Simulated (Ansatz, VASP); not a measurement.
# One calculation of AlN, two programs

```xyz
8
Lattice="-1.6567 2.8696 0.0000 0.0000 0.0000 4.1875 4.9702 2.8696 0.0000" Properties=species:S:1:pos:R:3 pbc="T T T"
Al   -0.5040    1.7870    3.1406
Al    3.3135    1.9130    3.1406
Al    1.6567    0.9565    1.0469
Al    3.3135    3.8261    1.0469
N     0.0000    1.9130    1.0469
N     3.3135    1.9130    1.0469
N     1.6567    0.9565    3.1406
N     3.3135    3.8261    3.1406
```

Alike in both runs: task single point; functional PBE; k mesh 8 × 6 × 4; occupations gaussian, width 0.05 eV; no spin polarisation.

```csv
,VASP,Ansatz
version,VASP 6.6.1,Ansatz 0.2.0
potentials or method,"VASP PAW PBE potentials, release 64 (Al, N), cutoff 520 eV","scalar-relativistic, plane waves, PAW"
valence electrons in the cell,32,32
```

|  | VASP | Ansatz | Ansatz less VASP |
| --- | --- | --- | --- |
| gap on the k mesh at the Fermi level (eV) | 2.02 | 2.01 | -0.010 |
| least direct gap on the mesh (eV) | 2.07 | 2.06 | -0.011 |
| pressure (GPa) | 17.4 | 17.6 | +0.13 |
| traceless stress, the component that is largest in VASP (GPa) | 26.07 | 26.02 | -0.055 |
| rms of the force components (eV/Å) | 6.883 | 6.884 | +0.0011 |

Atom by atom the forces differ by 0.006 eV/Å (rms over components). With one functional, cell and mesh, what is left measures potentials, basis and numerics.
